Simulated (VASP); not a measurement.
# WSe2 (C2/m) in VASP: further runs

The runs below take WSe2 through single point, with PBE.

Program: VASP 6.6.1. These are calculated values, not measurements. Logs are shortened: lines on timing, memory, paths and dates and some standing lists are left out, and cuts for length are marked.

### Step 1. The cell of the first run

It takes space group C2/m (No. 12, monoclinic). Conventional cell: a = 5.752 Å, b = 3.321 Å, c = 15.325 Å, α = 90.00°, β = 95.38°, γ = 90.00°. Within 3.4 Å of W (site symmetry m) lie 6 Se at 2.55 Å and 6 W at 3.32 Å. Within 3.4 Å of Se (site symmetry m) lie 3 W at 2.55 Å and 7 Se at 3.32 to 3.36 Å. Se (site symmetry m) has 3 W at 2.55 Å and 7 Se at 3.32 to 3.36 Å within 3.4 Å.

### Step 2. Single point, PBE (the part above a cut slid along it)

The input, INCAR:

```
SYSTEM = WSe2
PREC = Accurate
ENCUT = 520
EDIFF = 1E-7
ISMEAR = 0
SIGMA = 0.05
LREAL = .FALSE.
LASPH = .TRUE.
NELM = 80
ALGO = Normal
ISIF = 2
LWAVE = .FALSE.
LCHARG = .TRUE.
GGA = PE
LELF = .TRUE.
LVHAR = .TRUE.
NBANDS = 35
```

The input, KPOINTS:

```
Automatic mesh
0
G
  9 9 2
  0 0 0
```

The input, POSCAR:

```
WSe2
1.0
   -3.3206937274      0.0000000000      0.0000000000
   -1.6603468637     -2.8758051261      0.0000000000
   -1.2452601478     -0.7189512815     15.2573262715
W Se
2 4
Direct
    0.2708333333      0.2708333333      0.2500000000
    0.4791666667      0.4791666667      0.7500000000
    0.1733283525      0.1733283525      0.6400199235
    0.6316616858      0.6316616858      0.1400199235
    0.1183383142      0.1183383142      0.8599800765
    0.5766716475      0.5766716475      0.3599800765
```

Potentials or basis: VASP PAW PBE potentials, release 64 (W_sv, Se).

Run with:

```
$ cat potpaw_PBE.64/W_sv/POTCAR potpaw_PBE.64/Se/POTCAR > POTCAR
$ mpirun -np 1 vasp_std > vasp.out
```

OUTCAR:

```text
SYSTEM = WSe2
   PREC = Accurate
   ENCUT = 520
   EDIFF = 1E-7
   ISMEAR = 0
   LREAL = .FALSE.
   LASPH = .TRUE.
   NELM = 80
   ISIF = 2
   GGA = PE

 ion  position               nearest neighbor table
   1  0.271  0.271  0.250-   4 2.55   4 2.55   6 2.55   6 2.55   6 2.55   4 2.55
   2  0.479  0.479  0.750-   5 2.55   5 2.55   3 2.55   3 2.55   3 2.55   5 2.55
   3  0.173  0.173  0.640-   2 2.55   2 2.55   2 2.55
   4  0.632  0.632  0.140-   1 2.55   1 2.55   1 2.55
   5  0.118  0.118  0.860-   2 2.55   2 2.55   2 2.55
   6  0.577  0.577  0.360-   1 2.55   1 2.55   1 2.55

  LATTYP: Found a base centered monoclinic cell.
 ALAT       =     5.7516102522
 B/A-ratio  =     0.5773502692
 C/A-ratio  =     2.6644595582
 COS(beta)  =    -0.0938276579

  Lattice vectors:

 A1 = (   3.3206937274,   0.0000000000,   0.0000000000)
 A2 = (   1.6603468637,   2.8758051261,   0.0000000000)
 A3 = (  -1.2452601478,  -0.7189512815,  15.2573262715)

Analysis of symmetry for initial positions (statically):
=====================================================================
 Subroutine PRICEL returns:
 Original cell was already a primitive cell.

 Routine SETGRP: Setting up the symmetry group for a
 base centered monoclinic supercell.

 Subroutine GETGRP returns: Found  4 space group operations
 (whereof  2 operations were pure point group operations)
 out of a pool of  4 trial point group operations.

The static configuration has the point symmetry C_1h.
 The point group associated with its full space group is C_2h.

Analysis of symmetry for dynamics (positions and initial velocities):
=====================================================================
 Subroutine PRICEL returns:
 Original cell was already a primitive cell.

 Routine SETGRP: Setting up the symmetry group for a
 base centered monoclinic supercell.

 Subroutine GETGRP returns: Found  4 space group operations
 (whereof  2 operations were pure point group operations)
 out of a pool of  4 trial point group operations.

The dynamic configuration has the point symmetry C_1h.
 The point group associated with its full space group is C_2h.

 Subroutine INISYM returns: Found  4 space group operations
 (whereof  2 operations are pure point group operations),
 and found     1 'primitive' translations

----------------------------------------------------------------------------------------

                                     Primitive cell

  volume of cell :     145.7024

  direct lattice vectors                    reciprocal lattice vectors
    -3.320693727  0.000000000  0.000000000    -0.301141894  0.173864354 -0.016385571
    -1.660346864 -2.875805126  0.000000000     0.000000000 -0.347728708 -0.016385571
    -1.245260148 -0.718951281 15.257326272     0.000000000  0.000000000  0.065542283

  length of vectors
     3.320693727  3.320693727 15.324932911     0.348114552  0.348114552  0.065542283

  position of ions in fractional coordinates (direct lattice)
     0.270833333  0.270833333  0.250000000
     0.479166667  0.479166667  0.750000000
     0.173328353  0.173328353  0.640019923
     0.631661686  0.631661686  0.140019923
     0.118338314  0.118338314  0.859980077
     0.576671647  0.576671647  0.359980077

  ion indices of the primitive-cell ions
   primitive index   ion index
                 1           1
                 2           2
                 3           3
                 4           4
                 5           5
                 6           6

----------------------------------------------------------------------------------------

 KPOINTS: Automatic mesh

Automatic generation of k-mesh.
 Grid dimensions read from file:
 generate k-points for:    9    9    2

 Generating k-lattice:

  Cartesian coordinates                     Fractional coordinates (reciprocal lattice)
    -0.033460210  0.019318262 -0.001820619     0.111111111  0.000000000  0.000000000
     0.000000000 -0.038636523 -0.001820619     0.000000000  0.111111111  0.000000000
     0.000000000  0.000000000  0.032771142     0.000000000  0.000000000  0.500000000

  Length of vectors
     0.038679395  0.038679395  0.032771142

  Shift w.r.t. Gamma in fractional coordinates (k-lattice)
     0.000000000  0.000000000  0.000000000

 Subroutine IBZKPT returns following result:
 ===========================================

 Found     50 irreducible k-points:

 Following reciprocal coordinates:
            Coordinates               Weight
  0.000000  0.000000  0.000000      1.000000
  0.111111  0.000000  0.000000      4.000000
  0.222222  0.000000 -0.000000      4.000000
  0.333333  0.000000  0.000000      4.000000
  0.444444  0.000000 -0.000000      4.000000
  0.111111  0.111111  0.000000      2.000000
[... 16 lines left out ...]
 -0.333333  0.333333 -0.000000      2.000000
  0.444444  0.444444 -0.000000      2.000000
 [... further k-points ...]
   k-points           NKPTS =     50   k-points in BZ     NKDIM =     50   number of bands    NBANDS=     35
   number of dos      NEDOS =    301   number of ions     NIONS =      6
   total plane-waves  NPLWV =  94080
   dimension x,y,z NGX =    28 NGY =   28 NGZ =  120
   dimension x,y,z NGXF=    56 NGYF=   56 NGZF=  240
   ions per type =               2   4
   NGX,Y,Z   is equivalent  to a cutoff of  14.02, 14.02, 13.02 a.u.
   NGXF,Y,Z  is equivalent  to a cutoff of  28.04, 28.04, 26.04 a.u.
 SYSTEM =  WSe2
   PREC   = accura    normal or accurate (medium, high low for compatibility)
   ISTART =      0    job   : 0-new  1-cont  2-samecut
   ICHARG =      2    charge: 1-file 2-atom 10-const
   ISPIN  =      1    spin polarized calculation?
   LNONCOLLINEAR =      F non collinear calculations
   LSORBIT =      F    spin-orbit coupling
   LASPH  =      T    aspherical Exc in radial PAW
   ENCUT  =  520.0 eV  38.22 Ry    6.18 a.u.   6.17  6.17 28.49*2*pi/ulx,y,z
   NELM   =     80;   NELMIN=  2; NELMDL= -5     # of ELM steps
   EDIFF  = 0.1E-06   stopping-criterion for ELM
   LREAL  =      F    real-space projection
   EDIFFG = 0.1E-05   stopping-criterion for IOM
   NSW    =      0    number of steps for IOM
   IBRION =     -1    ionic relax: 0-MD 1-quasi-New 2-CG
   NFREE  =      0    steps in history (QN), initial steepest desc. (CG)
   ISIF   =      2    stress and relaxation
   ISYM   =      2    0-nonsym 1-usesym 2-fastsym
   POTIM  = 0.5000    time-step for ionic-motion
   TEBEG  =    0.0;   TEEND  =   0.0 temperature during run
   PSTRESS=    0.0 pullay stress
   NELECT =      52.0000    total number of electrons
   NUPDOWN=      -1.0000    fix difference up-down
   EMIN   =  10.00;   EMAX   =-10.00  energy-range for DOS
   EFERMI =   0.00;   METHOD = LEGACY
   ISMEAR =     0;   SIGMA  =   0.05  broadening in eV -4-tet -1-fermi 0-gaus
   EFERMI_NEDOS =   21; number of points for ismear=-14 and -15
   IALGO  =     38    algorithm
   IMIX   =      4    mixing-type and parameters
     AMIX     =   0.40;   BMIX     =  1.00
     AMIX_MAG =   1.60;   BMIX_MAG =  1.00
  volume/ion in A,a.u.               =      24.28       163.87
  Fermi-wavevector in a.u.,A,eV,Ry     =   1.161236  2.194417 18.347025  1.348468
  Thomas-Fermi vector in A             =   2.297810
   LORBIT       =      0    0 simple, 1 ext, 2 COOP (PROOUT), +10 PAW based schemes
   GGA     = PE    functional components
   LHFCALC =     F    Hartree Fock is set to
   AEXX    =    0.0000 exact exchange contribution
   IVDW    =     0    specifies the selected vdW correction
   LEPSILON=     F    determine dielectric tensor
   LRPA    =     F    only Hartree local field effects (RPA)
 non-spin polarized calculation
 Gauss-broadening in eV      SIGMA  =   0.05
  energy-cutoff  :      520.00
  volume of cell :      145.70
 maximum number of plane-waves:      3938
 NGX is ok and might be reduce to    28
   NGX = 13   NGY = 13   NGZ = 57

 number of electron      51.9999999 magnetization

 Free energy of the ion-electron system (eV)
  ---------------------------------------------------
  ext. energy  EPLUGINS =         0.00000000
  ---------------------------------------------------
  free energy    TOTEN  =       -43.25444126 eV

  energy without entropy =      -43.25444126  energy(sigma->0) =      -43.25444126

 E-fermi :   4.5138     XC(G=0):  -9.5147

 val. band max:        4.1496995956   @ k =  -0.3333   0.3333  -0.0000
 cond. band min:       5.6813006495   @ k =  -0.3333   0.3333   0.5000
 fundamental gap:      1.5316010539
 Fermi energy:         4.5138047916

 k-point     1 :       0.0000    0.0000    0.0000
  band No.  band energies     occupation
      1     -69.9452      2.00000
      2     -69.9452      2.00000
      3     -34.1645      2.00000
      4     -34.1645      2.00000
      5     -34.0626      2.00000
      6     -34.0626      2.00000
[... 27 lines left out ...]
     34       7.2137      0.00000
     35       8.4293      0.00000

 k-point     2 :       0.1111    0.0000    0.0000
  band No.  band energies     occupation
      1     -69.9442      2.00000
      2     -69.9442      2.00000
      3     -34.1599      2.00000
      4     -34.1599      2.00000
      5     -34.0872      2.00000
      6     -34.0872      2.00000
[... 27 lines left out ...]
     34       7.3351      0.00000
     35       9.2687      0.00000

 k-point     3 :       0.2222    0.0000   -0.0000
  band No.  band energies     occupation
      1     -69.9416      2.00000
      2     -69.9416      2.00000
      3     -34.1491      2.00000
      4     -34.1491      2.00000
      5     -34.1481      2.00000
      6     -34.1481      2.00000
[... 27 lines left out ...]
     34       7.8912      0.00000
     35       9.9881      0.00000

 k-point     4 :       0.3333    0.0000    0.0000
  band No.  band energies     occupation
      1     -69.9386      2.00000
      2     -69.9386      2.00000
      3     -34.2187      2.00000
      4     -34.2187      2.00000
      5     -34.1347      2.00000
      6     -34.1347      2.00000
[... 27 lines left out ...]
     34       8.2943      0.00000
     35       9.8713      0.00000

 k-point     5 :       0.4444    0.0000   -0.0000
  band No.  band energies     occupation
      1     -69.9366      2.00000
      2     -69.9366      2.00000
      3     -34.2636      2.00000
      4     -34.2636      2.00000
      5     -34.1259      2.00000
      6     -34.1259      2.00000
[... 638 lines left out ...]
 k-point    22 :      -0.4444    0.3333    0.0000
  band No.  band energies     occupation
      1     -69.9358      2.00000
      2     -69.9358      2.00000
      3     -34.2390      2.00000
      4     -34.2390      2.00000
      5     -34.1604      2.00000
      6     -34.1604      2.00000
[... 27 lines left out ...]
     34       8.7475      0.00000
     35       9.5016      0.00000

 k-point    23 :      -0.3333    0.3333   -0.0000
  band No.  band energies     occupation
      1     -69.9353      2.00000
      2     -69.9353      2.00000
      3     -34.2180      2.00000
      4     -34.2180      2.00000
      5     -34.1965      2.00000
      6     -34.1965      2.00000
[... 27 lines left out ...]
     34       8.9768      0.00000
     35       9.6964      0.00000

 k-point    24 :       0.4444    0.4444   -0.0000
  band No.  band energies     occupation
      1     -69.9366      2.00000
      2     -69.9366      2.00000
      3     -34.2636      2.00000
      4     -34.2636      2.00000
      5     -34.1259      2.00000
      6     -34.1259      2.00000
[... 27 lines left out ...]
     34       8.4988      0.00000
     35       8.6300      0.00000

 [... further k-points ...]
[... 5 lines left out ...]
  --------------------------------------------------------------------------------------
  -------------------------------------------------------------------------------------
  Total        0.2093814      0.2121146      0.3320050     -0.0023670      0.0004985      0.0008635
  in kB        2.3024067      2.3324613      3.6508039     -0.0260280      0.0054821      0.0094953
  external PRESSURE =       2.7618906 kB  Pullay stress =       0.0000000 kB

 VOLUME and BASIS-vectors are now :
 -----------------------------------------------------------------------------
  energy-cutoff  :      520.00
  volume of cell :      145.70
      direct lattice vectors                 reciprocal lattice vectors
    -3.320693727  0.000000000  0.000000000    -0.301141894  0.173864354 -0.016385571
    -1.660346864 -2.875805126  0.000000000     0.000000000 -0.347728708 -0.016385571
    -1.245260148 -0.718951281 15.257326272     0.000000000  0.000000000  0.065542283

 POSITION                                       TOTAL-FORCE (eV/Angst)
 -----------------------------------------------------------------------------------
     -1.66035     -0.95860      3.81433         0.000136      0.000078     -0.000127
     -3.32069     -1.91720     11.44299        -0.000136     -0.000078      0.000127
     -1.66035     -0.95860      9.76499         0.000015      0.000009     -0.049122
     -3.32069     -1.91720      2.13633         0.000178      0.000103     -0.043899
     -1.66035     -0.95860     13.12100        -0.000178     -0.000103      0.043899
     -3.32069     -1.91720      5.49233        -0.000015     -0.000009      0.049122
 -----------------------------------------------------------------------------------
    total drift:                               -0.000000     -0.000000      0.000000

  FREE ENERGIE OF THE ION-ELECTRON SYSTEM (eV)
  ---------------------------------------------------
  free  energy   TOTEN  =       -43.2544412608 eV

  energy  without entropy=      -43.2544412608  energy(sigma->0) =      -43.25444126
```

Run time: 11 min. Hardware: 1 thread of Intel Xeon 8259CL, shared host; peak memory 0.41 GiB.

Results:

```yaml
Free_energy: -43.2544 eV
Pressure: 0.3 GPa
Largest_force: 0.049 eV/Å
Band_gap_on_the_k_mesh: 1.53 eV
```

Forces on the atoms (eV/Å):
```
W    0.000  0.000  0.000
W    0.000  0.000  0.000
Se   0.000  0.000 -0.049
Se   0.000  0.000 -0.044
Se   0.000  0.000  0.044
Se   0.000  0.000  0.049
```

Caveat: the cell differs from its parent crystal (the part above a cut slid along it); spin-orbit coupling is left out, which moves the levels of the heavy elements; this functional lacks dispersion, which binds layers or chains, so the pressure and a relaxed spacing across them are unreliable. A k mesh can miss the band edges.

### Step 3. Single point, PBE (the part above a cut slid along it)

The input, INCAR:

```
SYSTEM = WSe2
PREC = Accurate ; ENCUT = 520
EDIFF = 1E-6 ; ISMEAR = 0
SIGMA = 0.05 ; LREAL = .FALSE.
LASPH = .TRUE. ; NELM = 80
ALGO = Normal ; ISIF = 2
LWAVE = .FALSE. ; LCHARG = .FALSE.
GGA = PE ; NBANDS = 35
```

The input, KPOINTS:

```
regular mesh
0
G
  9 9 2
  0 0 0
```

The input, POSCAR:

```
WSe2
1.0
   -3.3206937274      0.0000000000      0.0000000000
   -1.6603468637     -2.8758051261      0.0000000000
   -2.0755996143     -1.1983479960     15.2573262715
W Se
2 4
Direct
    0.2291583333      0.2291583333      0.2500000000
    0.3541416667      0.3541416667      0.7500000000
    0.0666370312      0.0666370312      0.6400199235
    0.6083203645      0.6083203645      0.1400199235
   -0.0250203645     -0.0250203645      0.8599800765
    0.5166629688      0.5166629688      0.3599800765
```

Potentials or basis: VASP PAW PBE potentials, release 64 (W_sv, Se).

Run with:

```
$ cat potpaw_PBE.64/W_sv/POTCAR potpaw_PBE.64/Se/POTCAR > POTCAR
$ mpirun -np 1 vasp_std > vasp.out
```

It took 10 min on 1 thread of Intel Xeon 8259CL, shared host; peak memory 0.41 GiB.

It converged, with:

```yaml
Free_energy: -43.2542 eV
Pressure: 0.3 GPa
Largest_force: 0.049 eV/Å
Band_gap_on_the_k_mesh: 1.53 eV
```

Forces on the atoms (eV/Å):
```
W    0.001  0.000  0.000
W   -0.001  0.000  0.000
Se   0.000  0.000 -0.049
Se   0.000  0.000 -0.043
Se   0.000  0.000  0.043
Se   0.000  0.000  0.049
```

Stress tensor (GPa, compression positive):
```
0.23 0.00 0.01
0.00 0.23 0.00
0.01 0.00 0.37
```

Levels at points of the mesh, in eV from the valence-band top:
```
           k point  band 23  band 24  band 25  band 26  band 27  band 28  band 29  band 30
(0.00, 0.00, 0.00)    -1.25    -1.25    -0.55    -0.09     2.88     2.88     2.89     2.89
(0.00, 0.00, 0.50)    -1.25    -1.25    -0.27    -0.26     2.88     2.88     2.88     2.89
```

Caveat: the cell differs from its parent crystal (the part above a cut slid along it); spin-orbit coupling is left out, which moves the levels of the heavy elements; this functional lacks dispersion, which binds layers or chains, so the pressure and a relaxed spacing across them are unreliable.
